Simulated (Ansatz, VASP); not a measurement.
**Two plane-wave programs on BeCd3Te4**

```xyz
8
Lattice="6.3750 0.0000 0.0000 0.0000 6.3750 0.0000 0.0000 0.0000 6.3750" Properties=species:S:1:pos:R:3 pbc="T T T"
Be    0.0000    0.0000    0.0000
Cd    3.1875    0.0000    3.1875
Cd    0.0000    3.1875    3.1875
Cd    3.1875    3.1875    0.0000
Te    1.4442    4.9309    4.9309
Te    4.9309    4.9309    1.4442
Te    4.9309    1.4442    4.9309
Te    1.4442    1.4442    1.4442
```

Alike in both runs: task single point; functional PBE; k mesh 2 × 2 × 2; occupations gaussian, width 0.1 eV; no spin polarisation.

|  | VASP | Ansatz |
| --- | --- | --- |
| version | VASP 6.6.1 | Ansatz 0.2.0 |
| potentials or method | VASP PAW PBE potentials, release 64 (Be, Cd, Te), cutoff 520 eV | scalar-relativistic, plane waves, PAW |
| valence electrons in the cell | 62 | 126 |

```tsv
	VASP	Ansatz	Ansatz less VASP
gap on the k mesh at the Fermi level (eV)	1.09	1.09	0.000
least direct gap on the mesh (eV)	1.09	1.09	0.000
pressure (GPa)	0.2	0.1	-0.11
rms of the force components (eV/Å)	0.016	0.019	+0.0024
```

Atom by atom the forces differ by 0.002 eV/Å (rms over components). VASP's potentials hold 62 valence electrons a cell and Ansatz's 126, so a difference there can come from the potentials and not from the codes.

The k mesh is coarse, so the values compare programs but aren't converged. Spin-orbit coupling is off throughout.
